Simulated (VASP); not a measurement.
Input of a VASP 6.6.1 run:

The input POSCAR:

```
GaSb
1.0
    0.0000000000      3.2119500000      3.0590000000
    3.2119500000      0.0000000000      3.0590000000
    3.2119500000      3.2119500000      0.0000000000
Ga Sb
1 1
Direct
    0.0000000000      0.0000000000      0.0000000000
    0.7500000000      0.7500000000      0.7500000000
```

The input INCAR.step1:

```
SYSTEM = GaSb
  PREC = Accurate
  ENCUT = 520
  ISMEAR = 0
  SIGMA = 0.05
  LREAL = .False.
  LASPH = .True.
  NELM = 60
  NBANDS = 16
  GGA = PE
  ALGO = Normal
  EDIFF = 1E-4
  LWAVE = .True.
  LCHARG = .False.
```

The input INCAR.step2:

```
SYSTEM = GaSb
  PREC = Accurate
  ENCUT = 520
  EDIFF = 1E-7
  ISMEAR = 0
  SIGMA = 0.05
  LREAL = .False.
  LASPH = .True.
  NELM = 60
  ALGO = Normal
  ISIF = 2
  LWAVE = .False.
  LCHARG = .False.
  METAGGA = R2SCAN
  LMIXTAU = .True.
  NBANDS = 16
  ISTART = 1
```

The input KPOINTS:

```
Automatic mesh
0
Gamma
  10 10 10
  0 0 0
```

Potentials or basis: VASP PAW PBE potentials, release 64 (Ga_d, Sb).

Command:

```sh
$ cat potpaw_PBE.64/Ga_d/POTCAR potpaw_PBE.64/Sb/POTCAR > POTCAR
$ cp INCAR.step1 INCAR
$ mpirun -np 1 vasp_std > vasp.out
$ cp INCAR.step2 INCAR
$ mpirun -np 1 vasp_std > vasp.out
```

(1) Predict the pressure.

(2) What does it give for the band gap on the k mesh?

Results:

(1) -3.8 GPa.

(2) 0.22 eV (least direct gap 0.25 eV).

Caveat: the cell differs from its parent crystal (strain +0.050 along x and y, +0.000 along z); the cell stands under tension; the PAW data sets were made with another functional, which shifts forces and pressure a little; spin-orbit coupling is left out, which moves the levels of the heavy elements.
